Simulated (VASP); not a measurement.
# AlGaN2 (R3m) in VASP: single point with PBEsol

Aim: the single point of AlGaN2 with PBEsol.

All numbers are computed with VASP 6.6.1; they aren't measurements. Logs are shortened: lines on timing, memory, paths and dates and some standing lists are left out, and cuts for length are marked.

## (1) The cell of the first run

It takes space group R3m (No. 160, trigonal). Conventional cell: a = 3.138 Å, b = 3.138 Å, c = 30.751 Å, α = 90.00°, β = 90.00°, γ = 120.00°. Within 2.5 Å of Al (site symmetry 3m) lie 4 N at 1.89 to 1.91 Å. Within 2.5 Å of Al (site symmetry 3m) lie 4 N at 1.90 to 1.91 Å. Ga (site symmetry 3m) has 4 N at 1.93 to 1.96 Å within 2.6 Å. Ga (site symmetry 3m) has 4 N at 1.93 to 1.94 Å within 2.6 Å. Within 2.5 Å of N (site symmetry 3m) lie 4 Al at 1.90 to 1.91 Å. N (site symmetry 3m) has 3 Al at 1.91 Å and 1 Ga at 1.96 Å within 2.5 Å. N (site symmetry 3m) has 4 Ga at 1.93 to 1.94 Å within 2.6 Å. N (site symmetry 3m) has 1 Al at 1.89 Å and 3 Ga at 1.93 Å within 2.5 Å.

## (2) Single point, PBEsol

Input file INCAR:

```
ALGO = Normal ; EDIFF = 1E-6
ENCUT = 600 ; GGA = PS
GGA_COMPAT = F ; ISIF = 2
ISMEAR = 0 ; LASPH = T
LCHARG = F ; LREAL = F
LWAVE = F ; NBANDS = 36
NELM = 120 ; PREC = Accurate
SIGMA = 0.02
```

Input file KPOINTS:

```
k-points
0
Gamma
  6 6 6
```

Input file POSCAR:

```
AlGaN2
1.0
   -0.0000010729      2.2192119933      2.2192084161
    2.2192119933     -0.0000010729      2.2192084161
    8.8769862412      8.8769862412     -0.0001425598
Al Ga N
2 2 4
Direct
   -0.0034584264     -0.0034584264      0.0025937761
    0.0032205040      0.0032205040      0.2475845307
    0.0035095452      0.0035095452      0.4973678393
   -0.0032877681     -0.0032877681      0.7524658410
    0.2501519064      0.2501519064      0.0623860712
    0.2581769424      0.2581769424      0.3063672532
    0.2496180159      0.2496180159      0.5627865625
    0.2420692806      0.2420692806      0.8184481259
```

Potentials or basis: VASP PAW PBE potentials, release 64 (Al, Ga_d, N).

The run is started by

```console
$ cat potpaw_PBE.64/Al/POTCAR potpaw_PBE.64/Ga_d/POTCAR potpaw_PBE.64/N/POTCAR > POTCAR
$ mpirun -np 1 vasp_std > vasp.out
```

OUTCAR:

```text
EDIFF = 1E-6
   ENCUT = 600
   GGA = PS
   ISIF = 2
   ISMEAR = 0
   LASPH = T
   LREAL = F
   NELM = 120
   PREC = Accurate

 ion  position               nearest neighbor table
   1  0.997  0.997  0.003-   8 1.89   5 1.91   5 1.91   5 1.91   2 3.10   2 3.10   2 3.10   4 3.14
                             4 3.14   4 3.14
   2  0.003  0.003  0.248-   5 1.90   6 1.91   6 1.91   6 1.91   1 3.10   1 3.10   1 3.10   3 3.14
                             3 3.14   3 3.14
   3  0.004  0.004  0.497-   7 1.93   7 1.93   7 1.93   6 1.96   2 3.14   2 3.14   2 3.14
   4  0.997  0.997  0.752-   8 1.93   8 1.93   8 1.93   7 1.94   1 3.14   1 3.14   1 3.14
   5  0.250  0.250  0.062-   2 1.90   1 1.91   1 1.91   1 1.91
   6  0.258  0.258  0.306-   2 1.91   2 1.91   2 1.91   3 1.96
   7  0.250  0.250  0.563-   3 1.93   3 1.93   3 1.93   4 1.94
   8  0.242  0.242  0.818-   1 1.89   4 1.93   4 1.93   4 1.93

  LATTYP: Found a trigonal (rhomboedric) cell.
 ALAT       =    10.4092604496
 COS(alpha) =     0.9545474502

  Lattice vectors:

 A1 = (   6.6577763937,   4.4385633275,  -6.6577678081)
 A2 = (   4.4385633275,   6.6577763937,  -6.6577678081)
 A3 = (   6.6577753208,   6.6577753208,  -4.4385593920)

Analysis of symmetry for initial positions (statically):
=====================================================================
 Subroutine PRICEL returns:
 Original cell was already a primitive cell.

 Routine SETGRP: Setting up the symmetry group for a
 trigonal (rhombohedral) supercell.

 Subroutine GETGRP returns: Found  6 space group operations
 (whereof  6 operations were pure point group operations)
 out of a pool of 12 trial point group operations.

The static configuration has the point symmetry C_3v.

Analysis of symmetry for dynamics (positions and initial velocities):
=====================================================================
 Subroutine PRICEL returns:
 Original cell was already a primitive cell.

 Routine SETGRP: Setting up the symmetry group for a
 trigonal (rhombohedral) supercell.

 Subroutine GETGRP returns: Found  6 space group operations
 (whereof  6 operations were pure point group operations)
 out of a pool of 12 trial point group operations.

The dynamic configuration has the point symmetry C_3v.

 Subroutine INISYM returns: Found  6 space group operations
 (whereof  6 operations are pure point group operations),
 and found     1 'primitive' translations

----------------------------------------------------------------------------------------

                                     Primitive cell

  volume of cell :      87.4372

  direct lattice vectors                    reciprocal lattice vectors
    -0.000001073  2.219211993  2.219208416    -0.225303281  0.225306899  0.225303753
     2.219211993 -0.000001073  2.219208416     0.225306899 -0.225303281  0.225303753
     8.876986241  8.876986241 -0.000142560     0.056324970  0.056324970 -0.056325034

  length of vectors
     3.138437169  3.138437169 12.553954336     0.390239091  0.390239091  0.097557747

  position of ions in fractional coordinates (direct lattice)
     0.996541574  0.996541574  0.002593776
     0.003220504  0.003220504  0.247584531
     0.003509545  0.003509545  0.497367839
     0.996712232  0.996712232  0.752465841
     0.250151906  0.250151906  0.062386071
     0.258176942  0.258176942  0.306367253
     0.249618016  0.249618016  0.562786563
     0.242069281  0.242069281  0.818448126

  ion indices of the primitive-cell ions
   primitive index   ion index
                 1           1
                 2           2
                 3           3
                 4           4
                 5           5
                 6           6
                 7           7
                 8           8

----------------------------------------------------------------------------------------

 KPOINTS: k-points

Automatic generation of k-mesh.
 Grid dimensions read from file:
 generate k-points for:    6    6    6

 Generating k-lattice:

  Cartesian coordinates                     Fractional coordinates (reciprocal lattice)
    -0.037550547  0.037551150  0.037550626     0.166666667  0.000000000  0.000000000
     0.037551150 -0.037550547  0.037550626     0.000000000  0.166666667  0.000000000
     0.009387495  0.009387495 -0.009387506     0.000000000  0.000000000  0.166666667

  Length of vectors
     0.065039849  0.065039849  0.016259624

  Shift w.r.t. Gamma in fractional coordinates (k-lattice)
     0.000000000  0.000000000  0.000000000

 Subroutine IBZKPT returns following result:
 ===========================================

 Found     32 irreducible k-points:

 Following reciprocal coordinates:
            Coordinates               Weight
  0.000000  0.000000  0.000000      1.000000
  0.166667  0.000000  0.000000      6.000000
  0.333333  0.000000 -0.000000      6.000000
  0.500000 -0.000000 -0.000000      3.000000
  0.166667  0.166667  0.000000      6.000000
  0.333333  0.166667  0.000000     12.000000
[... 16 lines left out ...]
  0.500000  0.333333  0.166667     12.000000
 -0.333333  0.333333  0.166667      6.000000
 [... further k-points ...]
   k-points           NKPTS =     32   k-points in BZ     NKDIM =     32   number of bands    NBANDS=     36
   number of dos      NEDOS =    301   number of ions     NIONS =      8
   total plane-waves  NPLWV =  78400
   dimension x,y,z NGX =    28 NGY =   28 NGZ =  100
   dimension x,y,z NGXF=    56 NGYF=   56 NGZF=  200
   ions per type =               2   2   4
   NGX,Y,Z   is equivalent  to a cutoff of  14.83, 14.83, 13.24 a.u.
   NGXF,Y,Z  is equivalent  to a cutoff of  29.66, 29.66, 26.49 a.u.
 SYSTEM =  unknown system
   PREC   = accura    normal or accurate (medium, high low for compatibility)
   ISTART =      0    job   : 0-new  1-cont  2-samecut
   ICHARG =      2    charge: 1-file 2-atom 10-const
   ISPIN  =      1    spin polarized calculation?
   LNONCOLLINEAR =      F non collinear calculations
   LSORBIT =      F    spin-orbit coupling
   LASPH  =      T    aspherical Exc in radial PAW
   ENCUT  =  600.0 eV  44.10 Ry    6.64 a.u.   6.27  6.27 25.07*2*pi/ulx,y,z
   NELM   =    120;   NELMIN=  2; NELMDL= -5     # of ELM steps
   EDIFF  = 0.1E-05   stopping-criterion for ELM
   LREAL  =      F    real-space projection
   EDIFFG = 0.1E-04   stopping-criterion for IOM
   NSW    =      0    number of steps for IOM
   IBRION =     -1    ionic relax: 0-MD 1-quasi-New 2-CG
   NFREE  =      0    steps in history (QN), initial steepest desc. (CG)
   ISIF   =      2    stress and relaxation
   ISYM   =      2    0-nonsym 1-usesym 2-fastsym
   POTIM  = 0.5000    time-step for ionic-motion
   TEBEG  =    0.0;   TEEND  =   0.0 temperature during run
   PSTRESS=    0.0 pullay stress
   NELECT =      52.0000    total number of electrons
   NUPDOWN=      -1.0000    fix difference up-down
   EMIN   =  10.00;   EMAX   =-10.00  energy-range for DOS
   EFERMI =   0.00;   METHOD = LEGACY
   ISMEAR =     0;   SIGMA  =   0.02  broadening in eV -4-tet -1-fermi 0-gaus
   EFERMI_NEDOS =   21; number of points for ismear=-14 and -15
   IALGO  =     38    algorithm
   IMIX   =      4    mixing-type and parameters
     AMIX     =   0.40;   BMIX     =  1.00
     AMIX_MAG =   1.60;   BMIX_MAG =  1.00
  volume/ion in A,a.u.               =      10.93        73.76
  Fermi-wavevector in a.u.,A,eV,Ry     =   1.376715  2.601613 25.787707  1.895343
  Thomas-Fermi vector in A             =   2.501934
   LORBIT       =      0    0 simple, 1 ext, 2 COOP (PROOUT), +10 PAW based schemes
   GGA     = PS    functional components
   LHFCALC =     F    Hartree Fock is set to
   AEXX    =    0.0000 exact exchange contribution
   IVDW    =     0    specifies the selected vdW correction
   LEPSILON=     F    determine dielectric tensor
   LRPA    =     F    only Hartree local field effects (RPA)
 non-spin polarized calculation
 Gauss-broadening in eV      SIGMA  =   0.02
  energy-cutoff  :      600.00
  volume of cell :       87.44
 maximum number of plane-waves:      2944
 NGX is ok and might be reduce to    28
   NGX = 13   NGY = 13   NGZ = 51

 number of electron      51.9999998 magnetization

 Free energy of the ion-electron system (eV)
  ---------------------------------------------------
  ext. energy  EPLUGINS =         0.00000000
  ---------------------------------------------------
  free energy    TOTEN  =       -57.42613072 eV

  energy without entropy =      -57.42613072  energy(sigma->0) =      -57.42613072

 E-fermi :   5.9299     XC(G=0): -11.5363

 val. band max:        5.7680296557   @ k =   0.0000   0.0000   0.0000
 cond. band min:       8.2927582746   @ k =   0.0000   0.0000   0.0000
 fundamental gap:      2.5247286188
 Fermi energy:         5.9298715054

 k-point     1 :       0.0000    0.0000    0.0000
  band No.  band energies     occupation
      1     -10.0356      2.00000
      2      -9.4232      2.00000
      3      -9.2344      2.00000
      4      -8.3668      2.00000
      5      -7.4955      2.00000
      6      -7.4955      2.00000
[... 28 lines left out ...]
     35      16.0751      0.00000
     36      16.5675      0.00000

 k-point     2 :       0.1667    0.0000    0.0000
  band No.  band energies     occupation
      1      -9.7332      2.00000
      2      -9.3065      2.00000
      3      -8.9736      2.00000
      4      -8.1776      2.00000
      5      -7.4494      2.00000
      6      -7.4389      2.00000
[... 28 lines left out ...]
     35      16.1382      0.00000
     36      16.6376      0.00000

 k-point     3 :       0.3333    0.0000   -0.0000
  band No.  band energies     occupation
      1      -9.2621      2.00000
      2      -8.9664      2.00000
      3      -8.4813      2.00000
      4      -7.7597      2.00000
      5      -7.3970      2.00000
      6      -7.3815      2.00000
[... 28 lines left out ...]
     35      16.2471      0.00000
     36      16.5173      0.00000

 k-point     4 :       0.5000   -0.0000   -0.0000
  band No.  band energies     occupation
      1      -9.1232      2.00000
      2      -8.8562      2.00000
      3      -8.1715      2.00000
      4      -7.4404      2.00000
      5      -7.3967      2.00000
      6      -7.3656      2.00000
[... 28 lines left out ...]
     35      15.9654      0.00000
     36      16.1336      0.00000

 k-point     5 :       0.1667    0.1667    0.0000
  band No.  band energies     occupation
      1      -9.6958      2.00000
      2      -9.3881      2.00000
      3      -8.9399      2.00000
      4      -8.1687      2.00000
      5      -7.4494      2.00000
      6      -7.4378      2.00000
[... 655 lines left out ...]
 k-point    22 :      -0.1667    0.1667    0.1667
  band No.  band energies     occupation
      1      -9.3639      2.00000
      2      -9.0284      2.00000
      3      -8.6291      2.00000
      4      -7.8715      2.00000
      5      -7.4143      2.00000
      6      -7.3734      2.00000
[... 28 lines left out ...]
     35      15.5381      0.00000
     36      15.8252      0.00000

 k-point    23 :       0.5000    0.3333    0.1667
  band No.  band energies     occupation
      1      -9.1170      2.00000
      2      -8.8521      2.00000
      3      -8.1884      2.00000
      4      -7.4490      2.00000
      5      -7.3968      2.00000
      6      -7.3550      2.00000
[... 28 lines left out ...]
     35      15.9713      0.00000
     36      16.7614      0.00000

 k-point    24 :      -0.3333    0.3333    0.1667
  band No.  band energies     occupation
      1      -9.0598      2.00000
      2      -8.8064      2.00000
      3      -8.0642      2.00000
      4      -7.4094      2.00000
      5      -7.3364      2.00000
      6      -7.3091      2.00000
[... 28 lines left out ...]
     35      15.7860      0.00000
     36      16.2053      0.00000

 [... further k-points ...]
[... 5 lines left out ...]
  --------------------------------------------------------------------------------------
  -------------------------------------------------------------------------------------
  Total       -0.1437608     -0.1437608     -0.1437603     -0.0021779      0.0021780      0.0021780
  in kB       -2.6342374     -2.6342374     -2.6342289     -0.0399075      0.0399100      0.0399100
  external PRESSURE =      -2.6342345 kB  Pullay stress =       0.0000000 kB

 VOLUME and BASIS-vectors are now :
 -----------------------------------------------------------------------------
  energy-cutoff  :      600.00
  volume of cell :       87.44
      direct lattice vectors                 reciprocal lattice vectors
    -0.000001073  2.219211993  2.219208416    -0.225303281  0.225306899  0.225303753
     2.219211993 -0.000001073  2.219208416     0.225306899 -0.225303281  0.225303753
     8.876986241  8.876986241 -0.000142560     0.056324970  0.056324970 -0.056325034

 POSITION                                       TOTAL-FORCE (eV/Angst)
 -----------------------------------------------------------------------------------
      2.23456      2.23456      4.42307         0.000248      0.000248     -0.000248
      2.20495      2.20495      0.01426         0.001192      0.001192     -0.001192
      4.42292      4.42292      0.01551         0.006311      0.006311     -0.006311
      8.89154      8.89154      4.42372         0.002429      0.002429     -0.002429
      1.10894      1.10894      1.11027        -0.001029     -0.001029      0.001029
      3.29257      3.29257      1.14585         0.004576      0.004576     -0.004576
      5.54980      5.54980      1.10783        -0.003677     -0.003677      0.003677
      7.80256      7.80256      1.07429        -0.010050     -0.010050      0.010050
 -----------------------------------------------------------------------------------
    total drift:                               -0.000180     -0.000180     -0.000285

  FREE ENERGIE OF THE ION-ELECTRON SYSTEM (eV)
  ---------------------------------------------------
  free  energy   TOTEN  =       -57.4261307199 eV

  energy  without entropy=      -57.4261307199  energy(sigma->0) =      -57.42613072
```

It took 4.7 min on 1 thread of Oxide Virtual Turin-like, shared host; peak memory 0.29 GiB.

Results:

```yaml
Free_energy: -57.4261 eV
Pressure: -0.3 GPa
Largest_force: 0.017 eV/Å
Band_gap_on_the_k_mesh: 2.52 eV
```

Forces on the atoms (eV/Å):
```
Al   0.000  0.000  0.000
Al   0.001  0.001 -0.001
Ga   0.006  0.006 -0.006
Ga   0.002  0.002 -0.002
N   -0.001 -0.001  0.001
N    0.005  0.005 -0.005
N   -0.004 -0.004  0.004
N   -0.010 -0.010  0.010
```

Caveat: the PAW data sets were made with another functional, which shifts forces and pressure a little. A k mesh can miss the band edges.
